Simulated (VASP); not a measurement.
# Se (R-3) in VASP: further runs, part 2 of 2

VASP 6.6.1.

## 3. Electric field gradients, PBEsol

This run uses another cell than the first one, of 27.51 Å³/atom, 1.064 times its volume.

INCAR reads:

```
PREC = Accurate
ENCUT = 520
EDIFF = 1E-8
ISMEAR = -1
SIGMA = 0.01
LREAL = False
LASPH = True
NELM = 60
ALGO = Normal
ISIF = 2
LWAVE = False
LCHARG = False
GGA = PS
LEFG = True
NBANDS = 27
```

KPOINTS reads:

```
Automatic mesh
0
Gamma
  6 6 6
```

POSCAR reads:

```
Se
1.0
    5.6809998619      3.2799267995      1.4763300000
   -5.6809998619      3.2799267995      1.4763300000
    0.0000000000     -6.5598535991      1.4763300000
Se
6
Direct
    0.2806600000      0.1625100000      0.9181800000
    0.9181800000      0.2806600000      0.1625100000
    0.1625100000      0.9181800000      0.2806600000
    0.7193400000      0.8374900000      0.0818200000
    0.0818200000      0.7193400000      0.8374900000
    0.8374900000      0.0818200000      0.7193400000
```

Potentials or basis: VASP PAW PBE potentials, release 64 (Se).

Launch:

```console
cat potpaw_PBE.64/Se/POTCAR > POTCAR
mpirun -np 1 vasp_std > vasp.out
```

OUTCAR:

```text
PREC = Accurate
   ENCUT = 520
   EDIFF = 1E-8
   ISMEAR = -1
   LREAL = False
   LASPH = True
   NELM = 60
   ISIF = 2
   GGA = PS

 ion  position               nearest neighbor table
   1  0.281  0.163  0.918-   5 2.36   6 2.36
   2  0.918  0.281  0.163-   4 2.36   6 2.36
   3  0.163  0.918  0.281-   4 2.36   5 2.36
   4  0.719  0.837  0.082-   2 2.36   3 2.36
   5  0.082  0.719  0.837-   1 2.36   3 2.36
   6  0.837  0.082  0.719-   1 2.36   2 2.36

  LATTYP: Found a trigonal (rhomboedric) cell.
 ALAT       =     6.7239296182
 COS(alpha) =    -0.4276877573

  Lattice vectors:

 A1 = (   5.6809998619,   3.2799267995,   1.4763300000)
 A2 = (  -5.6809998619,   3.2799267995,   1.4763300000)
 A3 = (   0.0000000000,  -6.5598535991,   1.4763300000)

Analysis of symmetry for initial positions (statically):
=====================================================================
 Subroutine PRICEL returns:
 Original cell was already a primitive cell.

 Routine SETGRP: Setting up the symmetry group for a
 trigonal (rhombohedral) supercell.

 Subroutine GETGRP returns: Found  6 space group operations
 (whereof  6 operations were pure point group operations)
 out of a pool of 12 trial point group operations.

The static configuration has the point symmetry S_6 .

Analysis of symmetry for dynamics (positions and initial velocities):
=====================================================================
 Subroutine PRICEL returns:
 Original cell was already a primitive cell.

 Routine SETGRP: Setting up the symmetry group for a
 trigonal (rhombohedral) supercell.

[... 894 lines left out ...]
  Total        0.2628958      0.2628958      0.3935491      0.0000005     -0.0000000      0.0000000
  in kB        2.5519412      2.5519412      3.8201980      0.0000051     -0.0000000      0.0000000
  external PRESSURE =       2.9746935 kB  Pullay stress =       0.0000000 kB

 VOLUME and BASIS-vectors are now :
 -----------------------------------------------------------------------------
  energy-cutoff  :      520.00
  volume of cell :      165.05
      direct lattice vectors                 reciprocal lattice vectors
     5.680999862  3.279926800  1.476330000     0.088012676  0.050814142  0.225785111
    -5.680999862  3.279926800  1.476330000    -0.088012676  0.050814142  0.225785111
     0.000000000 -6.559853599  1.476330000     0.000000000 -0.101628284  0.225785111

 POSITION                                       TOTAL-FORCE (eV/Angst)
 -----------------------------------------------------------------------------------
      0.67121     -4.56956      2.00980         0.153739      0.292131      0.205661
      3.62175      2.86607      2.00980        -0.329863     -0.012924      0.205661
     -4.29296      1.70350      2.00980         0.176124     -0.279208      0.205661
     -0.67121      4.56956      2.41919        -0.153739     -0.292131     -0.205661
     -3.62175     -2.86607      2.41919         0.329863      0.012924     -0.205661
      4.29296     -1.70350      2.41919        -0.176124      0.279208     -0.205661
 -----------------------------------------------------------------------------------
    total drift:                                0.000000     -0.000000     -0.000000

  FREE ENERGIE OF THE ION-ELECTRON SYSTEM (eV)
  ---------------------------------------------------
  free  energy   TOTEN  =       -22.7206015465 eV

  energy  without entropy=      -22.7206015465  energy(sigma->0) =      -22.72060155

 Electric field gradients (V/A^2)
---------------------------------------------------------------------
 ion       V_xx      V_yy      V_zz      V_xy      V_xz      V_yz
---------------------------------------------------------------------
   1     304.693  -101.418  -203.276  -130.005   139.902   343.664
   2    -112.478   315.754  -203.276  -110.849  -367.573   -50.673
   3     112.698    90.578  -203.276   240.854   227.670  -292.991
   4     304.693  -101.418  -203.276  -130.005   139.902   343.664
   5    -112.478   315.754  -203.276  -110.849  -367.573   -50.673
   6     112.698    90.578  -203.276   240.854   227.670  -292.991
---------------------------------------------------------------------

 Electric field gradients after diagonalization (V/A^2)
 (convention: |V_zz| > |V_xx| > |V_yy|)
----------------------------------------------------------------------
 ion       V_xx      V_yy      V_zz     asymmetry (V_yy - V_xx)/ V_zz
----------------------------------------------------------------------
   1     347.984   194.764  -542.749       0.282
   2     347.984   194.764  -542.749       0.282
   3     347.984   194.764  -542.749       0.282
   4     347.984   194.764  -542.749       0.282
   5     347.984   194.764  -542.749       0.282
   6     347.984   194.764  -542.749       0.282
----------------------------------------------------------------------

           NMR quadrupolar parameters

 Cq : quadrupolar parameter    Cq=e*Q*V_zz/h
 eta: asymmetry parameters     (V_yy - V_xx)/ V_zz
 Q  : nuclear electric quadrupole moment in mb (millibarn)
----------------------------------------------------------------------
 ion       Cq(MHz)       eta       Q (mb)
----------------------------------------------------------------------
   1      -1.312       0.282       1.000
   2      -1.312       0.282       1.000
   3      -1.312       0.282       1.000
   4      -1.312       0.282       1.000
   5      -1.312       0.282       1.000
   6      -1.312       0.282       1.000
----------------------------------------------------------------------
```

OSZICAR:

```text
N       E                     dE             d eps       ncg     rms          rms(c)
DAV:   1     0.197083678914E+03    0.19708E+03   -0.14632E+04  2160   0.112E+03
DAV:   2    -0.606890876085E+01   -0.20315E+03   -0.19664E+03  2830   0.188E+02
DAV:   3    -0.228023427715E+02   -0.16733E+02   -0.16599E+02  2806   0.585E+01
DAV:   4    -0.230005354561E+02   -0.19819E+00   -0.19780E+00  2514   0.729E+00
DAV:   5    -0.230023122259E+02   -0.17768E-02   -0.17764E-02  2614   0.721E-01    0.980E+00
DAV:   6    -0.228048832119E+02    0.19743E+00   -0.98426E-02  2436   0.149E+00    0.596E+00
DAV:   7    -0.227213359737E+02    0.83547E-01   -0.20335E-01  2458   0.212E+00    0.284E-01
DAV:   8    -0.227204956122E+02    0.84036E-03   -0.16543E-02  2349   0.630E-01    0.115E-01
DAV:   9    -0.227205761889E+02   -0.80577E-04   -0.42471E-04  2748   0.101E-01    0.409E-02
DAV:  10    -0.227205984475E+02   -0.22259E-04   -0.40158E-05  2411   0.328E-02    0.106E-02
DAV:  11    -0.227206010737E+02   -0.26263E-05   -0.55122E-06  2564   0.116E-02    0.540E-03
DAV:  12    -0.227206014847E+02   -0.41093E-06   -0.11762E-06  2492   0.545E-03    0.127E-03
DAV:  13    -0.227206015315E+02   -0.46840E-07   -0.16420E-07  2578   0.201E-03    0.566E-04
DAV:  14    -0.227206015459E+02   -0.14365E-07   -0.32381E-08  2264   0.854E-04    0.241E-04
DAV:  15    -0.227206015465E+02   -0.68280E-09   -0.31842E-09  1412   0.273E-04
   1 F= -.22720602E+02 E0= -.22720602E+02  d E =-.132199E-11
```

stdout:

```text
POSCAR found type information on POSCAR Se
 POSCAR found :  1 types and       6 ions
 scaLAPACK will be used
 -----------------------------------------------------------------------------
|                                                                             |
|                                                                             |
|     You enforced a specific xc type in the INCAR file but a different       |
|     I HOPE YOU KNOW WHAT YOU ARE DOING!                                     |
|                                                                             |
 -----------------------------------------------------------------------------

 LDA part: xc-table for (Slater+PW92), standard interpolation
 POSCAR, INCAR and KPOINTS ok, starting setup
 FFT: planning ... GRIDC
 FFT: planning ... GRID_SOFT
 FFT: planning ... GRID
 WAVECAR not read
 entering main loop
ion   1
     0.0000499     2.2013507    -6.2347366     3.2220817    -2.6880862    -3.7757409
     0.0000687     2.2013507    -6.2347365     3.2220817    -2.6880862    -3.7757409
     0.0000946     2.2013507    -6.2347365     3.2220817    -2.6880862    -3.7757409
     0.0001302     2.2013506    -6.2347363     3.2220816    -2.6880861    -3.7757408
[... 56 lines left out ...]
     0.0000499  -220.2984837   268.1632438   161.0623368  -208.2322986    -9.9607092
     0.0000687  -220.2930989   268.1567277   161.0584277  -208.2272672    -9.9604938
     0.0000946  -220.2843696   268.1461655   161.0520916  -208.2191142    -9.9601472
     0.0001302  -220.2702893   268.1291304   161.0418726  -208.2059691    -9.9595925
```

It took 6.9 min on 1 thread of Oxide Virtual Turin-like, shared host; peak memory 0.36 GiB.

Results:

| Item | Value |
| --- | --- |
| Free energy | -22.7206 eV |
| Pressure | 0.3 GPa |
| Largest force | 0.389 eV/Å |
| Band gap on the k mesh | 1.12 eV, indirect (least direct gap 1.37 eV) |

Forces in eV/Å, atoms in the order of the input:
```
Se   0.154  0.292  0.206
Se  -0.330 -0.013  0.206
Se   0.176 -0.279  0.206
Se  -0.154 -0.292 -0.206
Se   0.330  0.013 -0.206
Se  -0.176  0.279 -0.206
```

Electric field gradients, principal values (V/Å²):
```
atom    least   middle  greatest (by size)
1 Se  194.764  347.984            -542.749
2 Se  194.764  347.984            -542.749
3 Se  194.764  347.984            -542.749
4 Se  194.764  347.984            -542.749
5 Se  194.764  347.984            -542.749
6 Se  194.764  347.984            -542.749
```

Caveat: without QUAD_EFG the Cq values of the log hold for a quadrupole moment of 1 mb, not for the nuclei; the PAW data sets were made with another functional, which shifts forces and pressure a little. Expect the measured gap to be larger: semilocal functionals such as PBEsol lack the derivative discontinuity.

## 4. Electric field gradients, PBEsol

This run uses another cell than the first one, of 27.51 Å³/atom, 1.064 times its volume.

INCAR reads:

```
SYSTEM = Se
PREC = Accurate ; ENCUT = 520
EDIFF = 1E-8 ; ISMEAR = -1
SIGMA = 0.01 ; LREAL = .False.
LASPH = .True. ; NELM = 80
ALGO = Normal ; ISIF = 2
LWAVE = .False. ; LCHARG = .False.
GGA = PS ; LEFG = .True.
NBANDS = 27
```

KPOINTS reads:

```
regular mesh
0
Gamma
  6 6 6
  0 0 0
```

POSCAR is that of step 3.

Potentials or basis: VASP PAW PBE potentials, release 64 (Se).

Launch:

```console
cat potpaw_PBE.64/Se/POTCAR > POTCAR
mpirun -np 1 vasp_std > vasp.out
```

OUTCAR:

```text
SYSTEM = Se
   PREC = Accurate
   ENCUT = 520
   EDIFF = 1E-8
   ISMEAR = -1
   LREAL = .False.
   LASPH = .True.
   NELM = 80
   ISIF = 2
   GGA = PS

 ion  position               nearest neighbor table
   1  0.281  0.163  0.918-   5 2.36   6 2.36
   2  0.918  0.281  0.163-   4 2.36   6 2.36
   3  0.163  0.918  0.281-   4 2.36   5 2.36
   4  0.719  0.837  0.082-   2 2.36   3 2.36
   5  0.082  0.719  0.837-   1 2.36   3 2.36
   6  0.837  0.082  0.719-   1 2.36   2 2.36

  LATTYP: Found a trigonal (rhomboedric) cell.
 ALAT       =     6.7239296182
 COS(alpha) =    -0.4276877573

  Lattice vectors:

 A1 = (   5.6809998619,   3.2799267995,   1.4763300000)
 A2 = (  -5.6809998619,   3.2799267995,   1.4763300000)
 A3 = (   0.0000000000,  -6.5598535991,   1.4763300000)

Analysis of symmetry for initial positions (statically):
=====================================================================
 Subroutine PRICEL returns:
 Original cell was already a primitive cell.

 Routine SETGRP: Setting up the symmetry group for a
 trigonal (rhombohedral) supercell.

 Subroutine GETGRP returns: Found  6 space group operations
 (whereof  6 operations were pure point group operations)
 out of a pool of 12 trial point group operations.

The static configuration has the point symmetry S_6 .

Analysis of symmetry for dynamics (positions and initial velocities):
=====================================================================
 Subroutine PRICEL returns:
 Original cell was already a primitive cell.

 Routine SETGRP: Setting up the symmetry group for a
[... 896 lines left out ...]
  Total        0.2628958      0.2628958      0.3935491      0.0000005     -0.0000000      0.0000000
  in kB        2.5519412      2.5519412      3.8201980      0.0000051     -0.0000000      0.0000000
  external PRESSURE =       2.9746935 kB  Pullay stress =       0.0000000 kB

 VOLUME and BASIS-vectors are now :
 -----------------------------------------------------------------------------
  energy-cutoff  :      520.00
  volume of cell :      165.05
      direct lattice vectors                 reciprocal lattice vectors
     5.680999862  3.279926800  1.476330000     0.088012676  0.050814142  0.225785111
    -5.680999862  3.279926800  1.476330000    -0.088012676  0.050814142  0.225785111
     0.000000000 -6.559853599  1.476330000     0.000000000 -0.101628284  0.225785111

 POSITION                                       TOTAL-FORCE (eV/Angst)
 -----------------------------------------------------------------------------------
      0.67121     -4.56956      2.00980         0.153739      0.292131      0.205661
      3.62175      2.86607      2.00980        -0.329863     -0.012924      0.205661
     -4.29296      1.70350      2.00980         0.176124     -0.279208      0.205661
     -0.67121      4.56956      2.41919        -0.153739     -0.292131     -0.205661
     -3.62175     -2.86607      2.41919         0.329863      0.012924     -0.205661
      4.29296     -1.70350      2.41919        -0.176124      0.279208     -0.205661
 -----------------------------------------------------------------------------------
    total drift:                                0.000000     -0.000000     -0.000000

  FREE ENERGIE OF THE ION-ELECTRON SYSTEM (eV)
  ---------------------------------------------------
  free  energy   TOTEN  =       -22.7206015465 eV

  energy  without entropy=      -22.7206015465  energy(sigma->0) =      -22.72060155

 Electric field gradients (V/A^2)
---------------------------------------------------------------------
 ion       V_xx      V_yy      V_zz      V_xy      V_xz      V_yz
---------------------------------------------------------------------
   1     304.693  -101.418  -203.276  -130.005   139.902   343.664
   2    -112.478   315.754  -203.276  -110.849  -367.573   -50.673
   3     112.698    90.578  -203.276   240.854   227.670  -292.991
   4     304.693  -101.418  -203.276  -130.005   139.902   343.664
   5    -112.478   315.754  -203.276  -110.849  -367.573   -50.673
   6     112.698    90.578  -203.276   240.854   227.670  -292.991
---------------------------------------------------------------------

 Electric field gradients after diagonalization (V/A^2)
 (convention: |V_zz| > |V_xx| > |V_yy|)
----------------------------------------------------------------------
 ion       V_xx      V_yy      V_zz     asymmetry (V_yy - V_xx)/ V_zz
----------------------------------------------------------------------
   1     347.984   194.764  -542.749       0.282
   2     347.984   194.764  -542.749       0.282
   3     347.984   194.764  -542.749       0.282
   4     347.984   194.764  -542.749       0.282
   5     347.984   194.764  -542.749       0.282
   6     347.984   194.764  -542.749       0.282
----------------------------------------------------------------------

           NMR quadrupolar parameters

 Cq : quadrupolar parameter    Cq=e*Q*V_zz/h
 eta: asymmetry parameters     (V_yy - V_xx)/ V_zz
 Q  : nuclear electric quadrupole moment in mb (millibarn)
----------------------------------------------------------------------
 ion       Cq(MHz)       eta       Q (mb)
----------------------------------------------------------------------
   1      -1.312       0.282       1.000
   2      -1.312       0.282       1.000
   3      -1.312       0.282       1.000
   4      -1.312       0.282       1.000
   5      -1.312       0.282       1.000
   6      -1.312       0.282       1.000
----------------------------------------------------------------------
```

stdout:

```text
POSCAR found type information on POSCAR Se
 POSCAR found :  1 types and       6 ions
 scaLAPACK will be used
 -----------------------------------------------------------------------------
|                                                                             |
|                                                                             |
|     You enforced a specific xc type in the INCAR file but a different       |
|     I HOPE YOU KNOW WHAT YOU ARE DOING!                                     |
|                                                                             |
 -----------------------------------------------------------------------------

 LDA part: xc-table for (Slater+PW92), standard interpolation
 POSCAR, INCAR and KPOINTS ok, starting setup
 FFT: planning ... GRIDC
 FFT: planning ... GRID_SOFT
 FFT: planning ... GRID
 WAVECAR not read
 entering main loop
ion   1
     0.0000499     2.2013507    -6.2347366     3.2220817    -2.6880862    -3.7757409
     0.0000687     2.2013507    -6.2347365     3.2220817    -2.6880862    -3.7757409
     0.0000946     2.2013507    -6.2347365     3.2220817    -2.6880862    -3.7757409
     0.0001302     2.2013506    -6.2347363     3.2220816    -2.6880861    -3.7757408
[... 56 lines left out ...]
     0.0000499  -220.2984837   268.1632438   161.0623368  -208.2322986    -9.9607092
     0.0000687  -220.2930989   268.1567277   161.0584277  -208.2272672    -9.9604938
     0.0000946  -220.2843696   268.1461655   161.0520916  -208.2191142    -9.9601472
     0.0001302  -220.2702893   268.1291304   161.0418726  -208.2059691    -9.9595925
```

Wall time 7.7 min (1 thread of Oxide Virtual Turin-like, shared host); peak memory 0.36 GiB.

Results:

```
Free energy            : -22.7206 eV
Pressure               : 0.3 GPa
Largest force          : 0.389 eV/Å
Band gap on the k mesh : 1.12 eV, indirect (least direct gap 1.37 eV)
```

Forces on the atoms (eV/Å):
```
Se   0.154  0.292  0.206
Se  -0.330 -0.013  0.206
Se   0.176 -0.279  0.206
Se  -0.154 -0.292 -0.206
Se   0.330  0.013 -0.206
Se  -0.176  0.279 -0.206
```

Electric field gradients, principal values (V/Å²):
| atom | least | middle | greatest (by size) |
| --- | --- | --- | --- |
| 1 Se | 194.764 | 347.984 | -542.749 |
| 2 Se | 194.764 | 347.984 | -542.749 |
| 3 Se | 194.764 | 347.984 | -542.749 |
| 4 Se | 194.764 | 347.984 | -542.749 |
| 5 Se | 194.764 | 347.984 | -542.749 |
| 6 Se | 194.764 | 347.984 | -542.749 |

Caveat: without QUAD_EFG the Cq values of the log hold for a quadrupole moment of 1 mb, not for the nuclei; the PAW data sets were made with another functional, which shifts forces and pressure a little. A hybrid or GW would open this gap; PBEsol tends to underestimate it.
